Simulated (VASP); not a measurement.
Crystal: TaH5.

```xyz
6
Lattice="-1.9375 2.5801 2.7553 1.9375 -2.5801 2.7553 1.9375 2.5801 -2.7553" Properties=species:S:1:pos:R:3 pbc="T T T"
Ta    1.9375    0.0000    0.0000
H     0.0000    2.5801    1.3039
H     1.9375    0.0000    1.4514
H     0.0000    0.0000    0.0000
H     0.0000    0.0000    3.2518
H     0.0000    0.0000    2.2587
```

The cell was built from a structure type or drawn by symmetry, and may not be a known phase.

```yaml
Program: VASP 6.6.1
Task: relaxation of cell and atoms
Functional: PBE
Potentials_or_basis: VASP PAW PBE potentials, release 64 (Ta_pv, H)
Cutoff: 600 eV
k_mesh: 6 × 6 × 6
Occupations: gaussian, width 0.1 eV
Spin: no spin polarisation
```

At the start: pressure 11.3 GPa; volume 9.18 Å³/atom.

Task: How do energy, volume and symmetry change on relaxing?

Result: Over 41 steps the energy falls by 915.2 meV/atom and the volume is 8.52 Å³/atom (-7.2 %); space group Immm (No. 71, to 0.1 Å) before and after.

The path:
| step | energy change (eV) | largest force (eV/Å) | pressure (GPa) | volume (Å³) |
| --- | --- | --- | --- | --- |
| 1 | 0.0000 | 9.1152 | 11.29 | 55.09 |
| 3 | -3.0893 | 1.8952 | -12.77 | 57.74 |
| 5 | -3.0978 | 1.9102 | -11.75 | 57.53 |
| 7 | -3.5802 | 1.4059 | -6.06 | 52.31 |
| 9 | -4.1358 | 0.6111 | 1.80 | 42.40 |
| 11 | -4.3243 | 0.3329 | 0.29 | 40.53 |
| 13 | -4.4218 | 1.5482 | -0.20 | 39.99 |
| 15 | -4.7029 | 0.9609 | -2.14 | 39.65 |
| 17 | -4.5389 | 0.5555 | 10.66 | 34.50 |
| 19 | -5.1057 | 0.4887 | -2.63 | 37.64 |
| 21 | -5.1582 | 0.2586 | 1.48 | 37.12 |
| 23 | -5.2051 | 0.1401 | 2.34 | 37.68 |
| 25 | -5.2504 | 0.2730 | -5.60 | 45.52 |
| 27 | -5.2894 | 0.0837 | -1.11 | 42.62 |
| 29 | -5.3103 | 0.1351 | 0.80 | 43.17 |
| 31 | -5.3182 | 0.1783 | 2.31 | 44.13 |
| 33 | -5.3853 | 0.3382 | 0.94 | 46.74 |
| 35 | -5.4799 | 0.0386 | -0.48 | 50.77 |
| 37 | -5.4886 | 0.0726 | 0.14 | 51.17 |
| 39 | -5.4899 | 0.0498 | -0.65 | 51.32 |
| 41 | -5.4912 | 0.0217 | -0.44 | 51.11 |

Final structure:
```yaml
crystal:
  lattice:
    - [-1.84868, 1.48851, 4.64341]
    - [1.84868, -1.48851, 4.64341]
    - [1.84868, 1.48851, -4.64341]
  atoms:
    - { symbol: Ta, position: [0.00000, 0.50000, 0.50000] }
    - { symbol: H, position: [0.80119, 0.30119, 0.50000] }
    - { symbol: H, position: [0.19881, 0.69881, 0.50000] }
    - { symbol: H, position: [0.00000, 0.00000, 0.00000] }
    - { symbol: H, position: [0.63652, 0.63652, 0.00000] }
    - { symbol: H, position: [0.36348, 0.36348, 0.00000] }
```

Caveat: a cell axis changed by over 15 % at a fixed basis, so the end point is rough.
